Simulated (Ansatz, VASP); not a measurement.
Sc in VASP and in Ansatz

```xyz
2
Lattice="3.2753 0.0000 0.0000 -1.6377 2.8365 0.0000 0.0000 0.0000 5.1059" Properties=species:S:1:pos:R:3 pbc="T T T"
Sc    0.0000    1.8910    1.2765
Sc    1.6377    0.9455    3.8294
```

Alike in both runs: functional PBEsol; k mesh 14 × 14 × 8; occupations fermi-dirac, width 0.1 eV; no spin polarisation.

Ansatz relaxed the structure, and its values are those at the end. VASP's run is a single point on that final structure, the one shown.

|  | VASP | Ansatz |
| --- | --- | --- |
| version | VASP 6.6.1 | Ansatz 0.2.0 |
| potentials or method | VASP PAW PBE potentials, release 64 (Sc_sv) | PAW with Ansatz's default frozen-core files, scalar-relativistic |
| plane-wave cutoff (eV) | 520 | 420 |
| valence electrons in the cell | 22 | 22 |

```csv
,VASP,Ansatz,Ansatz less VASP
pressure (GPa),0.0,0.0,-0.01
```

VASP's potentials were made for PBE, not for PBEsol.
